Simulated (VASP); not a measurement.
# Al3Au (I4/mmm) in VASP: notebook

Aim: see how the results for Al3Au move with the level of theory and the settings. Levels: BLYP, r2SCAN, PBEsol. Tasks: single point.

Everything below comes from runs of VASP 6.6.1. Logs are shortened: lines on timing, memory, paths and dates and some standing lists are left out, and cuts for length are marked.

## (1) The cell of the first run

The structure is tetragonal, space group I4/mmm (No. 139). The conventional cell has a = 4.051 Å, b = 4.051 Å, c = 8.113 Å, α = 90.00°, β = 90.00°, γ = 90.00°. Au (site symmetry 4/mmm) has 12 Al at 2.86 to 2.87 Å within 3.8 Å. Within 3.8 Å of Al (site symmetry 4/mmm) lie 4 Au at 2.86 Å and 8 Al at 2.87 Å. Within 3.8 Å of Al (site symmetry -4m2) lie 8 Al at 2.86 to 2.87 Å and 4 Au at 2.87 Å.

## (2) Single point, BLYP

Contents of INCAR:

```
PREC     = Accurate       # precision mode
ENCUT    = 520            # plane-wave cutoff, eV
EDIFF    = 1E-6           # SCF threshold, eV
ISMEAR   = -1             # smearing method
SIGMA    = 0.05           # smearing width, eV
LREAL    = F              # projectors in reciprocal space
LASPH    = T              # aspherical terms in the spheres
NELM     = 80             # most SCF steps
ALGO     = Fast           # electronic algorithm
ISIF     = 2              # what is computed and relaxed
LWAVE    = F              # write WAVECAR
LCHARG   = F              # write CHGCAR
GGA      = B5             # functional
ALDAX    = 1.0          
AGGAX    = 1.0          
AGGAC    = 1.0          
ALDAC    = 0.0          
NBANDS   = 18             # bands
```

Contents of KPOINTS:

```
regular mesh
0
Gamma
  5 5 5
```

Contents of POSCAR:

```
Al3Au
1.0
   -2.0253330000      2.0253330000      4.0566000000
    2.0253330000     -2.0253330000      4.0566000000
    2.0253330000      2.0253330000     -4.0566000000
Au Al
1 3
Direct
    0.0000000000      0.0000000000      0.0000000000
    0.5000000000      0.5000000000      0.0000000000
    0.2500000000      0.7500000000      0.5000000000
    0.7500000000      0.2500000000      0.5000000000
```

Potentials or basis: VASP PAW PBE potentials, release 64 (Au, Al).

Run with:

```console
$ cat potpaw_PBE.64/Au/POTCAR potpaw_PBE.64/Al/POTCAR > POTCAR
$ mpirun -np 1 vasp_std > vasp.out
```

OUTCAR:

```text
PREC = Accurate
   ENCUT = 520
   EDIFF = 1E-6
   ISMEAR = -1
   LREAL = F
   LASPH = T
   NELM = 80
   ISIF = 2
   GGA = B5

 ion  position               nearest neighbor table
   1  0.000  0.000  0.000-   2 2.86   2 2.86   2 2.86   2 2.86   4 2.87   3 2.87   4 2.87   3 2.87
                             4 2.87   4 2.87   3 2.87   3 2.87
   2  0.500  0.500  0.000-   1 2.86   1 2.86   1 2.86   1 2.86   4 2.87   3 2.87   4 2.87   4 2.87
                             3 2.87   3 2.87   4 2.87   3 2.87
   3  0.250  0.750  0.500-   4 2.86   4 2.86   4 2.86   4 2.86   2 2.87   1 2.87   2 2.87   2 2.87
                             1 2.87   1 2.87   2 2.87   1 2.87
   4  0.750  0.250  0.500-   3 2.86   3 2.86   3 2.86   3 2.86   2 2.87   1 2.87   2 2.87   1 2.87
                             2 2.87   2 2.87   1 2.87   1 2.87

  LATTYP: Found a body centered tetragonal cell.
 ALAT       =     4.0506660000
 C/A-ratio  =     2.0029298886

  Lattice vectors:

 A1 = (  -2.0253330000,   2.0253330000,   4.0566000000)
 A2 = (   2.0253330000,  -2.0253330000,   4.0566000000)
 A3 = (   2.0253330000,   2.0253330000,  -4.0566000000)

Analysis of symmetry for initial positions (statically):
=====================================================================
 Subroutine PRICEL returns:
 Original cell was already a primitive cell.

 Routine SETGRP: Setting up the symmetry group for a
 body centered tetragonal supercell.

 Subroutine GETGRP returns: Found 16 space group operations
 (whereof 16 operations were pure point group operations)
 out of a pool of 16 trial point group operations.

The static configuration has the point symmetry D_4h.

Analysis of symmetry for dynamics (positions and initial velocities):
=====================================================================
 Subroutine PRICEL returns:
 Original cell was already a primitive cell.

 Routine SETGRP: Setting up the symmetry group for a
 body centered tetragonal supercell.

 Subroutine GETGRP returns: Found 16 space group operations
 (whereof 16 operations were pure point group operations)
 out of a pool of 16 trial point group operations.

The dynamic configuration has the point symmetry D_4h.

 Subroutine INISYM returns: Found 16 space group operations
 (whereof 16 operations are pure point group operations),
 and found     1 'primitive' translations

----------------------------------------------------------------------------------------

                                     Primitive cell

  volume of cell :      66.5603

  direct lattice vectors                    reciprocal lattice vectors
    -2.025333000  2.025333000  4.056600000     0.000000000  0.246872983  0.123255929
     2.025333000 -2.025333000  4.056600000     0.246872983  0.000000000  0.123255929
     2.025333000  2.025333000 -4.056600000     0.246872983  0.246872983  0.000000000

  length of vectors
     4.965878682  4.965878682  4.965878682     0.275931683  0.275931683  0.349131121

  position of ions in fractional coordinates (direct lattice)
     0.000000000  0.000000000  0.000000000
     0.500000000  0.500000000  0.000000000
     0.250000000  0.750000000  0.500000000
     0.750000000  0.250000000  0.500000000

  ion indices of the primitive-cell ions
   primitive index   ion index
                 1           1
                 2           2
                 3           3
                 4           4

----------------------------------------------------------------------------------------

 KPOINTS: regular mesh

Automatic generation of k-mesh.
 Grid dimensions read from file:
 generate k-points for:    5    5    5

 Generating k-lattice:

  Cartesian coordinates                     Fractional coordinates (reciprocal lattice)
     0.000000000  0.049374597  0.024651186     0.200000000  0.000000000  0.000000000
     0.049374597  0.000000000  0.024651186     0.000000000  0.200000000  0.000000000
     0.049374597  0.049374597  0.000000000     0.000000000  0.000000000  0.200000000

  Length of vectors
     0.055186337  0.055186337  0.069826224

  Shift w.r.t. Gamma in fractional coordinates (k-lattice)
     0.000000000  0.000000000  0.000000000

 Subroutine IBZKPT returns following result:
 ===========================================

 Found     18 irreducible k-points:

 Following reciprocal coordinates:
            Coordinates               Weight
  0.000000  0.000000  0.000000      1.000000
  0.200000  0.000000 -0.000000      8.000000
  0.400000 -0.000000  0.000000      8.000000
  0.200000  0.200000 -0.000000      8.000000
  0.400000  0.200000 -0.000000     16.000000
 -0.400000  0.200000  0.000000     16.000000
[... 10 lines left out ...]
 -0.400000  0.400000  0.400000      4.000000
 -0.400000 -0.400000  0.400000      2.000000
   k-points           NKPTS =     18   k-points in BZ     NKDIM =     18   number of bands    NBANDS=     18
   number of dos      NEDOS =    301   number of ions     NIONS =      4
   total plane-waves  NPLWV =  64000
   dimension x,y,z NGX =    40 NGY =   40 NGZ =   40
   dimension x,y,z NGXF=    80 NGYF=   80 NGZF=   80
   ions per type =               1   3
   NGX,Y,Z   is equivalent  to a cutoff of  13.39, 13.39, 13.39 a.u.
   NGXF,Y,Z  is equivalent  to a cutoff of  26.78, 26.78, 26.78 a.u.
 SYSTEM =  unknown system
   PREC   = accura    normal or accurate (medium, high low for compatibility)
   ISTART =      0    job   : 0-new  1-cont  2-samecut
   ICHARG =      2    charge: 1-file 2-atom 10-const
   ISPIN  =      1    spin polarized calculation?
   LNONCOLLINEAR =      F non collinear calculations
   LSORBIT =      F    spin-orbit coupling
   LASPH  =      T    aspherical Exc in radial PAW
   ENCUT  =  520.0 eV  38.22 Ry    6.18 a.u.   9.23  9.23  9.23*2*pi/ulx,y,z
   NELM   =     80;   NELMIN=  2; NELMDL= -5     # of ELM steps
   EDIFF  = 0.1E-05   stopping-criterion for ELM
   LREAL  =      F    real-space projection
   EDIFFG = 0.1E-04   stopping-criterion for IOM
   NSW    =      0    number of steps for IOM
   IBRION =     -1    ionic relax: 0-MD 1-quasi-New 2-CG
   NFREE  =      0    steps in history (QN), initial steepest desc. (CG)
   ISIF   =      2    stress and relaxation
   ISYM   =      2    0-nonsym 1-usesym 2-fastsym
   POTIM  = 0.5000    time-step for ionic-motion
   TEBEG  =    0.0;   TEEND  =   0.0 temperature during run
   PSTRESS=    0.0 pullay stress
   NELECT =      20.0000    total number of electrons
   NUPDOWN=      -1.0000    fix difference up-down
   EMIN   =  10.00;   EMAX   =-10.00  energy-range for DOS
   EFERMI =   0.00;   METHOD = LEGACY
   ISMEAR =    -1;   SIGMA  =   0.05  broadening in eV -4-tet -1-fermi 0-gaus
   EFERMI_NEDOS =   21; number of points for ismear=-14 and -15
   IALGO  =     68    algorithm
   IMIX   =      4    mixing-type and parameters
     AMIX     =   0.40;   BMIX     =  1.00
     AMIX_MAG =   1.60;   BMIX_MAG =  1.00
  volume/ion in A,a.u.               =      16.64       112.29
  Fermi-wavevector in a.u.,A,eV,Ry     =   1.096511  2.072106 16.358791  1.202337
  Thomas-Fermi vector in A             =   2.232855
   LORBIT       =      0    0 simple, 1 ext, 2 COOP (PROOUT), +10 PAW based schemes
   GGA     = B5    functional components
   LHFCALC =     F    Hartree Fock is set to
   AEXX    =    0.0000 exact exchange contribution
   IVDW    =     0    specifies the selected vdW correction
   LEPSILON=     F    determine dielectric tensor
   LRPA    =     F    only Hartree local field effects (RPA)
 non-spin polarized calculation
 RMM-DIIS sequential band-by-band and
  energy-cutoff  :      520.00
  volume of cell :       66.56
 maximum number of plane-waves:      1816
 NGX is ok and might be reduce to    40
   NGX = 19   NGY = 19   NGZ = 19

 number of electron      19.9999999 magnetization

 Free energy of the ion-electron system (eV)
  ---------------------------------------------------
  ext. energy  EPLUGINS =         0.00000000
  ---------------------------------------------------
  free energy    TOTEN  =       -10.97185005 eV

  energy without entropy =      -10.95975019  energy(sigma->0) =      -10.96580012

 E-fermi :   9.2464     XC(G=0): -10.2747

 val. band max:        9.2095038854   @ k =  -0.2000  -0.2000   0.2000
 cond. band min:       9.2696870351   @ k =   0.2000   0.0000  -0.0000
 fundamental gap:      0.0601831497
 Fermi energy:         9.2464124802

 k-point     1 :       0.0000    0.0000    0.0000
  band No.  band energies     occupation
      1      -1.8824      2.00000
      2       3.2706      2.00000
      3       3.3200      2.00000
      4       3.5014      2.00000
      5       3.5014      2.00000
      6       3.9947      2.00000
[... 10 lines left out ...]
     17      15.5539      0.00000
     18      15.5539      0.00000

 k-point     2 :       0.2000    0.0000   -0.0000
  band No.  band energies     occupation
      1      -1.4035      2.00000
      2       3.0145      2.00000
      3       3.2562      2.00000
      4       3.5371      2.00000
      5       3.5943      2.00000
      6       3.8375      2.00000
[... 10 lines left out ...]
     17      14.0903      0.00000
     18      15.4604      0.00000

 k-point     3 :       0.4000   -0.0000    0.0000
  band No.  band energies     occupation
      1      -0.0357      2.00000
      2       1.8923      2.00000
      3       2.9831      2.00000
      4       3.5293      2.00000
      5       3.8441      2.00000
      6       3.8552      2.00000
[... 10 lines left out ...]
     17      16.1751      0.00000
     18      16.6029      0.00000

 k-point     4 :       0.2000    0.2000   -0.0000
  band No.  band energies     occupation
      1      -0.7509      2.00000
      2       2.8659      2.00000
      3       3.0424      2.00000
      4       3.5475      2.00000
      5       3.5689      2.00000
      6       3.8197      2.00000
[... 249 lines left out ...]
      4       3.6287      2.00000
      5       3.6287      2.00000
      6       4.0127      2.00000
[... 10 lines left out ...]
     17      16.1618      0.00000
     18      16.1618      0.00000

 k-point    17 :      -0.4000    0.4000    0.4000
  band No.  band energies     occupation
      1       0.7181      2.00000
      2       0.7571      2.00000
      3       2.8460      2.00000
      4       3.8180      2.00000
      5       3.8338      2.00000
      6       3.9347      2.00000
[... 10 lines left out ...]
     17      16.1322      0.00000
     18      16.6080      0.00000

 k-point    18 :      -0.4000   -0.4000    0.4000
  band No.  band energies     occupation
      1      -0.3852      2.00000
      2       1.3093      2.00000
      3       3.0439      2.00000
      4       3.8876      2.00000
      5       3.8876      2.00000
      6       4.0420      2.00000
[... 10 lines left out ...]
     17      16.6154      0.00000
     18      16.6161      0.00000

------------------------ aborting loop because EDIFF is reached ----------------------------------------

  FORCE on cell =-STRESS in cart. coord.  units (eV):
  Direction    XX          YY          ZZ          XY          YZ          ZX
  --------------------------------------------------------------------------------------
  -------------------------------------------------------------------------------------
  Total        2.2503740      2.2503740      2.1014365      0.0000000      0.0000000      0.0000000
  in kB       54.1689265     54.1689265     50.5838395      0.0000000      0.0000000      0.0000000
  external PRESSURE =      52.9738975 kB  Pullay stress =       0.0000000 kB

 VOLUME and BASIS-vectors are now :
 -----------------------------------------------------------------------------
  energy-cutoff  :      520.00
  volume of cell :       66.56
      direct lattice vectors                 reciprocal lattice vectors
    -2.025333000  2.025333000  4.056600000     0.000000000  0.246872983  0.123255929
     2.025333000 -2.025333000  4.056600000     0.246872983  0.000000000  0.123255929
     2.025333000  2.025333000 -4.056600000     0.246872983  0.246872983  0.000000000

 POSITION                                       TOTAL-FORCE (eV/Angst)
 -----------------------------------------------------------------------------------
      0.00000      0.00000      0.00000         0.000000     -0.000000     -0.000000
      0.00000      0.00000      4.05660         0.000000     -0.000000     -0.000000
      2.02533      0.00000      2.02830        -0.000000     -0.000000     -0.000000
      0.00000      2.02533      2.02830        -0.000000      0.000000      0.000000
 -----------------------------------------------------------------------------------
    total drift:                               -0.000000      0.000000      0.000000

  FREE ENERGIE OF THE ION-ELECTRON SYSTEM (eV)
  ---------------------------------------------------
  free  energy   TOTEN  =       -10.9718500453 eV

  energy  without entropy=      -10.9597501881  energy(sigma->0) =      -10.96580012
```

Run time: 28 s. Hardware: 1 thread of Intel Xeon 6975P-C (Granite Rapids), shared host; peak memory 0.23 GiB.

Results:

```
Free energy            : -10.9719 eV
Pressure               : 5.3 GPa
Band gap on the k mesh : zero (band 10 reaches 11.07 eV, above the bottom of band 11 at 7.72 eV)
```

Stress tensor (GPa, compression positive):
```
5.42 0.00 0.00
0.00 5.42 0.00
0.00 0.00 5.06
```

Caveat: the k points lie up to 0.44 Å⁻¹ apart; the PAW data sets were made with another functional, which shifts forces and pressure a little; spin-orbit coupling is left out, which moves the levels of the heavy elements.

[end of part 1 of 2]
